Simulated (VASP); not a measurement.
Set up this calculation in VASP 6.6.1, as the native input.

```
Task                   : single point
Functional             : PBE
Potentials or basis    : VASP PAW PBE potentials, release 64 (Ta_pv)
Cutoff                 : 520 eV
k mesh                 : 18 × 18 × 18
Occupations            : gaussian, width 0.15 eV
Spin                   : no spin polarisation
Dipole correction      : no
Further INCAR settings : ALGO = Fast; EDIFF = 1e-06; NBANDS = 12
```

The structure of Ta lies in POSCAR:

```
Ta
1.0
   -1.8420267615      1.6594835689      1.4727916674
    1.8420267615     -1.6594835689      1.4727916674
    1.8420267615      1.6594835689     -1.4727916674
Ta
1
Direct
    0.0000000000      0.0000000000      0.0000000000
```

This cell differs from its parent crystal: normal strain along x +0.1100, normal strain along z -0.1125.

These files were run (other wordings do the same):

INCAR

```
SYSTEM = Ta
PREC = Accurate ; ENCUT = 520
EDIFF = 1E-6 ; ISMEAR = 0
SIGMA = 0.15 ; LREAL = .FALSE.
LASPH = .TRUE. ; NELM = 100
ALGO = Fast ; ISIF = 2
LWAVE = .FALSE. ; LCHARG = .FALSE.
GGA = PE ; NBANDS = 12
```

KPOINTS

```
regular mesh
0
G
  18 18 18
  0 0 0
```

Potentials or basis: VASP PAW PBE potentials, release 64 (Ta_pv).

Command:

```bash
$ cat potpaw_PBE.64/Ta_pv/POTCAR > POTCAR
$ mpirun -np 1 vasp_std > vasp.out
```

Results of the run:

```json
{
 "Pressure": "6.5 GPa",
 "Band gap on the k mesh": "zero (an odd number of electrons rules out a gap without spin polarisation)"
}
```

Caveat: the cell differs from its parent crystal (normal strain along x +0.1100, normal strain along z -0.1125); the stress differs along the axes, from -3 to 15 GPa; spin-orbit coupling is left out, which moves the levels of the heavy elements.

Wall time 3.8 min on 1 thread of Intel Xeon 8259CL, on a shared host, peak memory 0.29 GiB.
